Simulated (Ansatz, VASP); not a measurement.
**Ni3Ge: VASP beside Ansatz**

INCAR

```
ALGO = Fast
EDIFF = 1E-6
EDIFFG = -0.005
ENCUT = 600
GGA = PS
IBRION = 2
ISIF = 3
ISMEAR = 0
LASPH = T
LCHARG = F
LREAL = F
LWAVE = F
NELM = 80
NSW = 100
PREC = Accurate
SIGMA = 0.1
```

The input KPOINTS:

```
k-points
0
Gamma
  12 12 12
```

Contents of POSCAR:

```
Ni3Ge
1.0
    3.5303341067      0.0000000000      0.0000000000
    0.0000000000      3.5303341067      0.0000000000
    0.0000000000      0.0000000000      3.5303341067
Ni Ge
3 1
Direct
    0.5000000000      0.0000000000      0.5000000000
    0.0000000000      0.5000000000      0.5000000000
    0.5000000000      0.5000000000      0.0000000000
    0.0000000000      0.0000000000      0.0000000000
```

Input for Ansatz:

```yaml
crystal:
  lattice:
    - [3.5303341067, 0.0, 0.0]
    - [0.0, 3.5303341067, 0.0]
    - [0.0, 0.0, 3.5303341067]
  atoms:
    - { symbol: Ni, position: [0.5, 0.0, 0.5] }
    - { symbol: Ni, position: [0.0, 0.5, 0.5] }
    - { symbol: Ni, position: [0.5, 0.5, 0.0] }
    - { symbol: Ge, position: [0.0, 0.0, 0.0] }
basis:
  ecutwfc: 420
kpoints:
  mp_grid: { grid: [12, 12, 12] }
hamiltonian:
  xc: pbesol
scf:
  occupations: { method: gaussian, width: 0.1 }
output:
  forces: true
  stress: true
  eigenvalues: true
  write_density: true
  write_potential: true
  elf: true
  volumetric_format: npy
relax:
  adjacent_minimum: "off"
  f_tol: 0.005
  max_steps: 80
  cell: { stress_tol: 0.05 }
```

Alike in both runs: task relaxation of cell and atoms; functional PBEsol; k mesh 12 × 12 × 12; occupations gaussian, width 0.1 eV; no spin polarisation.

|  | VASP | Ansatz |
| --- | --- | --- |
| version | VASP 6.6.1 | Ansatz 0.2.0 |
| potentials or method | VASP PAW PBE potentials, release 64 (Ni, Ge_d), cutoff 600 eV | scalar-relativistic, plane waves, PAW |
| valence electrons in the cell | 44 | 68 |

Ansatz gave:

```
gap on the k mesh at the Fermi level, each at its own relaxed structure (eV) : none
relaxed volume (Å³/atom)                                                     : 10.95
relaxed length of the cell vector where the two differ most in proportion (Å)              : 3.525
```

Question: What did VASP give for the same quantities?

Answer: gap on the k mesh at the Fermi level, each at its own relaxed structure (eV): none; relaxed volume (Å³/atom): 10.96; relaxed length of the cell vector where the two differ most in proportion (Å): 3.526.

VASP's potentials were made for PBE, not for PBEsol. A gap of «none» marks a metal or a gap that the smearing closes. VASP's potentials hold 44 valence electrons a cell and Ansatz's 68, so a difference there can come from the potentials and not from the codes.
